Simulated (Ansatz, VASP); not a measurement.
# One calculation of TiSi2, two programs

```
CELL_PARAMETERS angstrom
0.00000 4.17219 4.31758
2.41790 0.00000 4.31758
2.41790 4.17219 0.00000
ATOMIC_POSITIONS crystal
Ti 0.75000 0.75000 0.75000
Ti 0.50000 0.50000 0.50000
Si 0.08300 0.41700 0.08300
Si 0.41700 0.08300 0.41700
Si 0.16700 0.83300 0.16700
Si 0.83300 0.16700 0.83300
```

Change from the starting cell: volume scaled by 1.04, crystal datasets.

Alike in both runs: task electric field gradients; functional PBEsol; k mesh 8 × 8 × 8; occupations fermi-dirac, width 0.08 eV; no spin polarisation.

|  | VASP | Ansatz |
| --- | --- | --- |
| version | VASP 6.6.1 | Ansatz 0.2.0 |
| potentials or method | VASP PAW PBE potentials, release 64 (Ti_sv, Si), cutoff 520 eV | all-electron PAW with datasets made for the crystal, scalar-relativistic |

Ansatz gave:

* pressure (GPa): -7.0
* traceless stress, the component that is largest in VASP (GPa): -1.32
* rms of the force components (eV/Å): 0.076
* size of Vzz on the site where it differs most (V/Å²): 10.9

**Question.** Estimate VASP's values.

**Answer.** Pressure (GPa): -6.9; traceless stress, the component that is largest in VASP (GPa): -1.26; rms of the force components (eV/Å): 0.076; size of Vzz on the site where it differs most (V/Å²): 9.9.

VASP's potentials were made for PBE, not for PBEsol. Atom by atom the forces differ by 0.000 eV/Å (rms over components). Ansatz ran all-electron here, and VASP with PAW potentials.
